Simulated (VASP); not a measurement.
# SrP4 (Pm-3m) in VASP: single point with PBE

Aim: the single point of SrP4 with PBE.

Everything below comes from runs of VASP 6.6.1. Logs are shortened: lines on timing, memory, paths and dates and some standing lists are left out, and cuts for length are marked.

### Step 1. The cell of the first run

The structure is cubic, space group Pm-3m (No. 221). The conventional cell has a = 5.386 Å, b = 5.386 Å, c = 5.386 Å, α = 90.00°, β = 90.00°, γ = 90.00°. Within 3.6 Å of Sr (site symmetry m-3m) lie 6 P at 2.69 Å. P (site symmetry 4/mmm) has 2 Sr at 2.69 Å within 3.6 Å. P (site symmetry m-3m) has 12 P at 3.81 Å and 8 Sr at 4.66 Å within 5.0 Å.

### Step 2. Single point, PBE

INCAR

```
ALGO = Normal ; EDIFF = 1E-6
ENCUT = 520 ; GGA = PE
ISIF = 2 ; ISMEAR = 0
LASPH = T ; LCHARG = F
LREAL = F ; LWAVE = F
NBANDS = 23 ; NELM = 80
PREC = Accurate ; SIGMA = 0.1
```

KPOINTS

```
k-points
0
Gamma
  8 8 8
```

POSCAR

```
SrP4
1.0
    5.3860577953      0.0000000000      0.0000000000
    0.0000000000      5.3860577953      0.0000000000
    0.0000000000      0.0000000000      5.3860577953
Sr P
1 4
Direct
    0.5000000000      0.5000000000      0.5000000000
    0.0000000000      0.5000000000      0.5000000000
    0.5000000000      0.0000000000      0.5000000000
    0.5000000000      0.5000000000      0.0000000000
    0.0000000000      0.0000000000      0.0000000000
```

Potentials or basis: VASP PAW PBE potentials, release 64 (Sr_sv, P).

Run with:

```
> cat potpaw_PBE.64/Sr_sv/POTCAR potpaw_PBE.64/P/POTCAR > POTCAR
> mpirun -np 1 vasp_std > vasp.out
```

OUTCAR:

```text
EDIFF = 1E-6
   ENCUT = 520
   GGA = PE
   ISIF = 2
   ISMEAR = 0
   LASPH = T
   LREAL = F
   NELM = 80
   PREC = Accurate

 ion  position               nearest neighbor table
   1  0.500  0.500  0.500-   2 2.69   3 2.69   4 2.69   4 2.69   3 2.69   2 2.69
   2  0.000  0.500  0.500-   1 2.69   1 2.69
   3  0.500  0.000  0.500-   1 2.69   1 2.69
   4  0.500  0.500  0.000-   1 2.69   1 2.69
   5  0.000  0.000  0.000-

  LATTYP: Found a simple cubic cell.
 ALAT       =     5.3860577953

  Lattice vectors:

 A1 = (   5.3860577953,   0.0000000000,   0.0000000000)
 A2 = (   0.0000000000,   5.3860577953,   0.0000000000)
 A3 = (   0.0000000000,   0.0000000000,   5.3860577953)

Analysis of symmetry for initial positions (statically):
=====================================================================
 Subroutine PRICEL returns:
 Original cell was already a primitive cell.

 Routine SETGRP: Setting up the symmetry group for a
 simple cubic supercell.

 Subroutine GETGRP returns: Found 48 space group operations
 (whereof 48 operations were pure point group operations)
 out of a pool of 48 trial point group operations.

The static configuration has the point symmetry O_h .

Analysis of symmetry for dynamics (positions and initial velocities):
=====================================================================
 Subroutine PRICEL returns:
 Original cell was already a primitive cell.

 Routine SETGRP: Setting up the symmetry group for a
 simple cubic supercell.

 Subroutine GETGRP returns: Found 48 space group operations
 (whereof 48 operations were pure point group operations)
 out of a pool of 48 trial point group operations.

The dynamic configuration has the point symmetry O_h .

 Subroutine INISYM returns: Found 48 space group operations
 (whereof 48 operations are pure point group operations),
 and found     1 'primitive' translations

----------------------------------------------------------------------------------------

                                     Primitive cell

  volume of cell :     156.2475

  direct lattice vectors                    reciprocal lattice vectors
     5.386057795  0.000000000  0.000000000     0.185664551  0.000000000  0.000000000
     0.000000000  5.386057795  0.000000000     0.000000000  0.185664551  0.000000000
     0.000000000  0.000000000  5.386057795     0.000000000  0.000000000  0.185664551

  length of vectors
     5.386057795  5.386057795  5.386057795     0.185664551  0.185664551  0.185664551

  position of ions in fractional coordinates (direct lattice)
     0.500000000  0.500000000  0.500000000
     0.000000000  0.500000000  0.500000000
     0.500000000  0.000000000  0.500000000
     0.500000000  0.500000000  0.000000000
     0.000000000  0.000000000  0.000000000

  ion indices of the primitive-cell ions
   primitive index   ion index
                 1           1
                 2           2
                 3           3
                 4           4
                 5           5

----------------------------------------------------------------------------------------

 KPOINTS: k-points

Automatic generation of k-mesh.
 Grid dimensions read from file:
 generate k-points for:    8    8    8

 Generating k-lattice:

  Cartesian coordinates                     Fractional coordinates (reciprocal lattice)
     0.023208069  0.000000000  0.000000000     0.125000000  0.000000000  0.000000000
     0.000000000  0.023208069  0.000000000     0.000000000  0.125000000  0.000000000
     0.000000000  0.000000000  0.023208069     0.000000000  0.000000000  0.125000000

  Length of vectors
     0.023208069  0.023208069  0.023208069

  Shift w.r.t. Gamma in fractional coordinates (k-lattice)
     0.000000000  0.000000000  0.000000000

 Subroutine IBZKPT returns following result:
 ===========================================

 Found     35 irreducible k-points:

 Following reciprocal coordinates:
            Coordinates               Weight
  0.000000  0.000000  0.000000      1.000000
  0.125000  0.000000  0.000000      6.000000
  0.250000  0.000000  0.000000      6.000000
  0.375000  0.000000  0.000000      6.000000
  0.500000  0.000000  0.000000      3.000000
  0.125000  0.125000  0.000000     12.000000
[... 16 lines left out ...]
  0.375000  0.375000  0.125000     24.000000
  0.500000  0.375000  0.125000     24.000000
 [... further k-points ...]
   k-points           NKPTS =     35   k-points in BZ     NKDIM =     35   number of bands    NBANDS=     23
   number of dos      NEDOS =    301   number of ions     NIONS =      5
   total plane-waves  NPLWV =  64000
   dimension x,y,z NGX =    40 NGY =   40 NGZ =   40
   dimension x,y,z NGXF=    80 NGYF=   80 NGZF=   80
   ions per type =               1   4
   NGX,Y,Z   is equivalent  to a cutoff of  12.35, 12.35, 12.35 a.u.
   NGXF,Y,Z  is equivalent  to a cutoff of  24.69, 24.69, 24.69 a.u.
 SYSTEM =  unknown system
   PREC   = accura    normal or accurate (medium, high low for compatibility)
   ISTART =      0    job   : 0-new  1-cont  2-samecut
   ICHARG =      2    charge: 1-file 2-atom 10-const
   ISPIN  =      1    spin polarized calculation?
   LNONCOLLINEAR =      F non collinear calculations
   LSORBIT =      F    spin-orbit coupling
   LASPH  =      T    aspherical Exc in radial PAW
   ENCUT  =  520.0 eV  38.22 Ry    6.18 a.u.  10.01 10.01 10.01*2*pi/ulx,y,z
   NELM   =     80;   NELMIN=  2; NELMDL= -5     # of ELM steps
   EDIFF  = 0.1E-05   stopping-criterion for ELM
   LREAL  =      F    real-space projection
   EDIFFG = 0.1E-04   stopping-criterion for IOM
   NSW    =      0    number of steps for IOM
   IBRION =     -1    ionic relax: 0-MD 1-quasi-New 2-CG
   NFREE  =      0    steps in history (QN), initial steepest desc. (CG)
   ISIF   =      2    stress and relaxation
   ISYM   =      2    0-nonsym 1-usesym 2-fastsym
   POTIM  = 0.5000    time-step for ionic-motion
   TEBEG  =    0.0;   TEEND  =   0.0 temperature during run
   PSTRESS=    0.0 pullay stress
   NELECT =      30.0000    total number of electrons
   NUPDOWN=      -1.0000    fix difference up-down
   EMIN   =  10.00;   EMAX   =-10.00  energy-range for DOS
   EFERMI =   0.00;   METHOD = LEGACY
   ISMEAR =     0;   SIGMA  =   0.10  broadening in eV -4-tet -1-fermi 0-gaus
   EFERMI_NEDOS =   21; number of points for ismear=-14 and -15
   IALGO  =     38    algorithm
   IMIX   =      4    mixing-type and parameters
     AMIX     =   0.40;   BMIX     =  1.00
     AMIX_MAG =   1.60;   BMIX_MAG =  1.00
  volume/ion in A,a.u.               =      31.25       210.88
  Fermi-wavevector in a.u.,A,eV,Ry     =   0.944447  1.784746 12.136126  0.891980
  Thomas-Fermi vector in A             =   2.072253
   LORBIT       =      0    0 simple, 1 ext, 2 COOP (PROOUT), +10 PAW based schemes
   GGA     = PE    functional components
   LHFCALC =     F    Hartree Fock is set to
   AEXX    =    0.0000 exact exchange contribution
   IVDW    =     0    specifies the selected vdW correction
   LEPSILON=     F    determine dielectric tensor
   LRPA    =     F    only Hartree local field effects (RPA)
 non-spin polarized calculation
 Gauss-broadening in eV      SIGMA  =   0.10
  energy-cutoff  :      520.00
  volume of cell :      156.25
 maximum number of plane-waves:      4233
   NGX = 21   NGY = 21   NGZ = 21

 number of electron      29.9999989 magnetization

 Free energy of the ion-electron system (eV)
  ---------------------------------------------------
  ext. energy  EPLUGINS =         0.00000000
  ---------------------------------------------------
  free energy    TOTEN  =       -14.00072679 eV

  energy without entropy =      -13.96914927  energy(sigma->0) =      -13.98493803

 E-fermi :   1.3219     XC(G=0):  -8.2672

 val. band max:        1.3191770721   @ k =   0.3750   0.0000   0.0000
 cond. band min:       1.3315278266   @ k =   0.1250   0.0000   0.0000
 fundamental gap:      0.0123507546
 Fermi energy:         1.3219085985

 k-point     1 :       0.0000    0.0000    0.0000
  band No.  band energies     occupation
      1     -31.7271      2.00000
      2     -14.1384      2.00000
      3     -14.1384      2.00000
      4     -14.1384      2.00000
      5      -8.6504      2.00000
      6      -7.4341      2.00000
[... 15 lines left out ...]
     22       4.8805      0.00000
     23       4.8805      0.00000

 k-point     2 :       0.1250    0.0000    0.0000
  band No.  band energies     occupation
      1     -31.7269      2.00000
      2     -14.1591      2.00000
      3     -14.1379      2.00000
      4     -14.1379      2.00000
      5      -8.5896      2.00000
      6      -7.4311      2.00000
[... 15 lines left out ...]
     22       5.1952      0.00000
     23       5.1952      0.00000

 k-point     3 :       0.2500    0.0000    0.0000
  band No.  band energies     occupation
      1     -31.7266      2.00000
      2     -14.2080      2.00000
      3     -14.1369      2.00000
      4     -14.1369      2.00000
      5      -8.4285      2.00000
      6      -7.4824      2.00000
[... 15 lines left out ...]
     22       5.9741      0.00000
     23       5.9741      0.00000

 k-point     4 :       0.3750    0.0000    0.0000
  band No.  band energies     occupation
      1     -31.7262      2.00000
      2     -14.2552      2.00000
      3     -14.1359      2.00000
      4     -14.1359      2.00000
      5      -8.2134      2.00000
      6      -7.6722      2.00000
[... 15 lines left out ...]
     22       6.9306      0.00000
     23       6.9306      0.00000

 k-point     5 :       0.5000    0.0000    0.0000
  band No.  band energies     occupation
      1     -31.7261      2.00000
      2     -14.2743      2.00000
      3     -14.1355      2.00000
      4     -14.1355      2.00000
      5      -8.0487      2.00000
      6      -7.8314      2.00000
[... 15 lines left out ...]
     22       7.5010      0.00000
     23       7.5010      0.00000

 k-point     6 :       0.1250    0.1250    0.0000
  band No.  band energies     occupation
      1     -31.7268      2.00000
      2     -14.1591      2.00000
      3     -14.1582      2.00000
      4     -14.1375      2.00000
      5      -8.5290      2.00000
      6      -7.4235      2.00000
[... 15 lines left out ...]
     22       5.2529      0.00000
     23       5.4152      0.00000

 k-point     7 :       0.2500    0.1250    0.0000
  band No.  band energies     occupation
      1     -31.7264      2.00000
      2     -14.2074      2.00000
      3     -14.1576      2.00000
      4     -14.1365      2.00000
      5      -8.3689      2.00000
      6      -7.4712      2.00000
[... 353 lines left out ...]
     22       6.2109      0.00000
     23       6.4205      0.00000

 k-point    21 :       0.3750    0.2500    0.1250
  band No.  band energies     occupation
      1     -31.7256      2.00000
      2     -14.2526      2.00000
      3     -14.2045      2.00000
      4     -14.1550      2.00000
      5      -7.9562      2.00000
      6      -7.5608      2.00000
[... 15 lines left out ...]
     22       6.9997      0.00000
     23       7.0801      0.00000

 k-point    22 :       0.5000    0.2500    0.1250
  band No.  band energies     occupation
      1     -31.7254      2.00000
      2     -14.2716      2.00000
      3     -14.2040      2.00000
      4     -14.1546      2.00000
      5      -7.7624      2.00000
      6      -7.7327      2.00000
[... 15 lines left out ...]
     22       7.5460      0.00000
     23       7.5834      0.00000

 k-point    23 :       0.3750    0.3750    0.1250
  band No.  band energies     occupation
      1     -31.7252      2.00000
      2     -14.2516      2.00000
      3     -14.2509      2.00000
      4     -14.1540      2.00000
      5      -7.7983      2.00000
      6      -7.5739      2.00000
[... 15 lines left out ...]
     22       7.1522      0.00000
     23       7.5144      0.00000

 k-point    24 :       0.5000    0.3750    0.1250
  band No.  band energies     occupation
      1     -31.7251      2.00000
      2     -14.2702      2.00000
      3     -14.2507      2.00000
      4     -14.1536      2.00000
      5      -7.6669      2.00000
      6      -7.6540      2.00000
[... 15 lines left out ...]
     22       7.6236      0.00000
     23       7.9812      0.00000

 [... further k-points ...]
[... 5 lines left out ...]
  --------------------------------------------------------------------------------------
  -------------------------------------------------------------------------------------
  Total        0.0978401      0.0978401      0.0978401     -0.0000000     -0.0000000      0.0000000
  in kB        1.0032627      1.0032627      1.0032627     -0.0000000     -0.0000000      0.0000000
  external PRESSURE =       1.0032627 kB  Pullay stress =       0.0000000 kB

 VOLUME and BASIS-vectors are now :
 -----------------------------------------------------------------------------
  energy-cutoff  :      520.00
  volume of cell :      156.25
      direct lattice vectors                 reciprocal lattice vectors
     5.386057795  0.000000000  0.000000000     0.185664551  0.000000000  0.000000000
     0.000000000  5.386057795  0.000000000     0.000000000  0.185664551  0.000000000
     0.000000000  0.000000000  5.386057795     0.000000000  0.000000000  0.185664551

 POSITION                                       TOTAL-FORCE (eV/Angst)
 -----------------------------------------------------------------------------------
      2.69303      2.69303      2.69303         0.000000      0.000000      0.000000
      0.00000      2.69303      2.69303         0.000000      0.000000      0.000000
      2.69303      0.00000      2.69303         0.000000      0.000000      0.000000
      2.69303      2.69303      0.00000         0.000000      0.000000      0.000000
      0.00000      0.00000      0.00000         0.000000      0.000000      0.000000
 -----------------------------------------------------------------------------------
    total drift:                                0.000000      0.000000     -0.000000

  FREE ENERGIE OF THE ION-ELECTRON SYSTEM (eV)
  ---------------------------------------------------
  free  energy   TOTEN  =       -14.0007267875 eV

  energy  without entropy=      -13.9691492739  energy(sigma->0) =      -13.98493803
```

It took 2.7 min on 1 thread of Intel Xeon 8259CL, shared host; peak memory 0.31 GiB.

Results:

| Quantity | Value |
| --- | --- |
| Free energy | -14.0007 eV |
| Pressure | 0.1 GPa |
| Band gap on the k mesh | zero (band 15 reaches 2.12 eV, above the bottom of band 16 at 0.85 eV) |

Levels at points of the mesh, in eV from the Fermi level:
| k point | band 11 | band 12 | band 13 | band 14 | band 15 | band 16 | band 17 | band 18 | band 19 | band 20 |
| --- | --- | --- | --- | --- | --- | --- | --- | --- | --- | --- |
| (0.00, 0.00, 0.00) | -1.83 | 0.08 | 0.08 | 0.08 | 0.42 | 0.42 | 0.42 | 1.43 | 1.43 | 1.43 |
| (0.50, 0.00, 0.00) | -1.46 | -0.79 | -0.79 | -0.54 | -0.39 | -0.33 | 0.53 | 0.53 | 0.87 | 0.87 |
| (0.50, 0.50, 0.00) | -1.53 | -1.53 | -1.21 | -0.82 | -0.82 | -0.47 | 0.24 | 1.01 | 1.01 | 1.10 |
| (0.50, 0.50, 0.50) | -2.76 | -2.54 | -1.19 | -1.19 | 0.80 | 0.80 | 0.80 | 1.13 | 1.13 | 1.13 |
